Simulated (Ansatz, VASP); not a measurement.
Cd: VASP beside Ansatz

INCAR

```
SYSTEM = Cd
PREC = Accurate
ENCUT = 600
EDIFF = 1E-6
ISMEAR = 0
SIGMA = 0.1
LREAL = .False.
LASPH = .True.
NELM = 100
ALGO = Fast
ISIF = 3
LWAVE = .False.
LCHARG = .False.
GGA = PS
IBRION = 2
NSW = 100
EDIFFG = -0.01
```

KPOINTS

```
Automatic mesh
0
Gamma
  21 21 20
  0 0 0
```

POSCAR

```
Cd
1.0
    3.0050804100      0.0000000000      0.0000000000
   -1.5025402050      2.6024759754      0.0000000000
    0.0000000000      0.0000000000      2.8078720081
Cd
1
Direct
    0.0000000000      0.0000000000      0.0000000000
```

Input for Ansatz:

```yaml
crystal:
  lattice:
    - [3.00508041, 0.0, 0.0]
    - [-1.502540205, 2.6024759754, 0.0]
    - [0.0, 0.0, 2.8078720081]
  atoms:
    - { symbol: Cd, position: [0.0, 0.0, 0.0] }
basis:
  ecutwfc: 420
kpoints:
  mp_grid: { grid: [21, 21, 20] }
hamiltonian:
  xc: pbesol
scf:
  occupations: { method: gaussian, width: 0.1 }
output:
  forces: true
  stress: true
  eigenvalues: true
relax:
  adjacent_minimum: "off"
  f_tol: 0.01
  max_steps: 80
  cell: { stress_tol: 0.05 }
```

Alike in both runs: task relaxation of cell and atoms; functional PBEsol; k mesh 21 × 21 × 20; occupations gaussian, width 0.1 eV; no spin polarisation.

|  | VASP | Ansatz |
| --- | --- | --- |
| version | VASP 6.6.1 | Ansatz 0.2.0 |
| potentials or method | VASP PAW PBE potentials, release 64 (Cd), cutoff 600 eV | scalar-relativistic, plane waves, PAW |
| valence electrons in the cell | 12 | 20 |

Ansatz gave:

* gap on the k mesh at the Fermi level, each at its own relaxed structure (eV): none
* relaxed volume (Å³/atom): 23.16
* relaxed length of the cell vector where the two differ most in proportion (Å): 2.937

What did VASP give for the same quantities?

gap on the k mesh at the Fermi level, each at its own relaxed structure (eV): none; relaxed volume (Å³/atom): 23.27; relaxed length of the cell vector where the two differ most in proportion (Å): 2.947.

VASP's potentials were made for PBE, not for PBEsol. A gap of «none» marks a metal or a gap that the smearing closes. VASP's potentials hold 12 valence electrons a cell and Ansatz's 20, so a difference there can come from the potentials and not from the codes.
